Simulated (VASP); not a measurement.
NiAsRh, 6 atoms in the cell. Symmetry: Pmmn, No. 59, orthorhombic system. The conventional cell has a = 3.530 Å, b = 3.611 Å, c = 6.086 Å, α = 90.00°, β = 90.00°, γ = 90.00°. Within 3.1 Å of Ni (site symmetry mm2) lie 4 As at 2.34 to 2.36 Å and 4 Ni at 2.52 Å and 4 Rh at 2.82 to 2.85 Å. Within 3.1 Å of As (site symmetry mm2) lie 4 Ni at 2.34 to 2.36 Å and 5 Rh at 2.36 to 2.61 Å. Within 3.1 Å of Rh (site symmetry mm2) lie 5 As at 2.36 to 2.61 Å and 4 Ni at 2.82 to 2.85 Å and 4 Rh at 3.04 Å.  This cell differs from its parent crystal: uniaxial strain along a: +1.5 %, then relaxed in part.

| Property | Result |
| --- | --- |
| Program | VASP 6.6.1 |
| Task | single point |
| Functional | PBEsol |
| Potentials or basis | VASP PAW PBE potentials, release 64 (Ni, As, Rh_pv) |
| Cutoff | 520 eV |
| k mesh | 10 × 10 × 6 |
| Occupations | gaussian, width 0.1 eV |
| Spin | no spin polarisation |
| Dipole correction | no |
| Further INCAR settings | ALGO = Fast; EDIFF = 1e-06; NBANDS = 39 |

Potentials or basis: VASP PAW PBE potentials, release 64 (Ni, As, Rh_pv).

Command:

```sh
$ cat potpaw_PBE.64/Ni/POTCAR potpaw_PBE.64/As/POTCAR potpaw_PBE.64/Rh_pv/POTCAR > POTCAR
$ mpirun -np 1 vasp_std > vasp.out
```

Hardware: 1 thread of Oxide Virtual Turin-like Processor (shared host).

**Question.** Estimate the wall time of this run.

**Answer.** Run time: 7.8 min on 1 thread of Oxide Virtual Turin-like Processor, with other jobs on the host, peak memory 0.44 GiB. Counts: scf iterations 17, k points 144.
